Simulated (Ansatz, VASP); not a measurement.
# V: VASP beside Ansatz

```
V
1.0
    -1.52687    1.52687    1.52687
     1.52687   -1.52687    1.52687
     1.52687    1.52687   -1.52687
V
1
Direct
  0.00000 0.00000 0.00000
```

Alike in both runs: task single point; functional PBE; k mesh 11 × 11 × 11; occupations fermi-dirac, width 0.05 eV; collinear spin.

```csv
,VASP,Ansatz
version,VASP 6.6.1,Ansatz 0.2.0
potentials or method,"VASP PAW PBE potentials, release 64 (V_sv), cutoff 520 eV","plane waves, PAW"
valence electrons in the cell,13,13
```

|  | VASP | Ansatz | Ansatz less VASP |
| --- | --- | --- | --- |
| net moment per atom (μB) | 0.00 | 0.00 | 0.000 |

Ansatz's warnings: seeded moment not kept.
